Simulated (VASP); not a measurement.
Crystal: TaN.

```
Ta N
1.0
     2.93800    0.00000    0.00000
    -1.46900    2.54438    0.00000
     0.00000    0.00000    2.88300
Ta N
1 1
Direct
  0.33333 0.66667 0.50000
  0.00000 0.00000 0.00000
```

* Program: VASP 6.6.1
* Task: relaxation of cell and atoms
* Functional: PBE
* Potentials or basis: VASP PAW PBE potentials, release 64 (Ta_pv, N)
* Cutoff: 600 eV
* k mesh: 10 × 10 × 9
* Occupations: fermi-dirac, width 0.05 eV
* Spin: no spin polarisation

At the start: pressure 5.3 GPa; volume 10.78 Å³/atom.

**Question.** How do energy, volume and symmetry change on relaxing?

**Answer.** Over 3 steps the energy falls by 2.7 meV/atom and the volume is 10.94 Å³/atom (+1.5 %); space group P-6m2 (No. 187, to 0.05 Å).

Step by step:
```
step  energy change (eV)  largest force (eV/Å)  pressure (GPa)  volume (Å³)
   1              0.0000                0.0000            5.29        21.55
   2              0.0245                0.0000          -11.35        22.68
   3             -0.0053                0.0000           -0.05        21.88
```

Final structure:
```
Ta N
1.0
     2.95175    0.00000    0.00000
    -1.47587    2.55629    0.00000
     0.00000    0.00000    2.89987
Ta N
1 1
Direct
  0.33333 0.66667 0.50000
  0.00000 0.00000 0.00000
```
